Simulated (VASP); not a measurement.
A run of VASP 6.6.1:

The input INCAR:

```
PREC     = Accurate       # precision mode
ENCUT    = 520            # plane-wave cutoff, eV
EDIFF    = 1E-6           # SCF threshold, eV
ISMEAR   = 0              # smearing method
SIGMA    = 0.1            # smearing width, eV
LREAL    = F              # projectors in reciprocal space
LASPH    = T              # aspherical terms in the spheres
NELM     = 80             # most SCF steps
ALGO     = Fast           # electronic algorithm
ISIF     = 2              # what is computed and relaxed
LWAVE    = F              # write WAVECAR
LCHARG   = F              # write CHGCAR
GGA      = PE             # functional
NBANDS   = 18             # bands
```

The input KPOINTS:

```
Automatic mesh
0
Gamma
  18 18 10
```

POSCAR

```
CaZr
1.0
    3.3170032506      0.0000000000      0.0000000000
   -1.6585016253      2.8726090795      0.0000000000
    0.0000000000      0.0000000000      5.9402186631
Ca Zr
1 1
Direct
    0.6666666667      0.3333333333      0.0000000000
    0.0000000000      0.0000000000      0.5000000000
```

Potentials or basis: VASP PAW PBE potentials, release 64 (Ca_sv, Zr_sv).

The run is started by

```bash
$ cat potpaw_PBE.64/Ca_sv/POTCAR potpaw_PBE.64/Zr_sv/POTCAR > POTCAR
$ mpirun -np 1 vasp_std > vasp.out
```

Hardware: 1 thread of Intel(R) Xeon(R) 6975P-C (Granite Rapids), on a shared host.

Problem. How long does it take, and how much memory?

Solution. Wall time 3.5 min on 1 thread of Intel(R) Xeon(R) 6975P-C (Granite Rapids), with other jobs on the host, peak memory 0.37 GiB. Counts: scf iterations 21, k points 222.
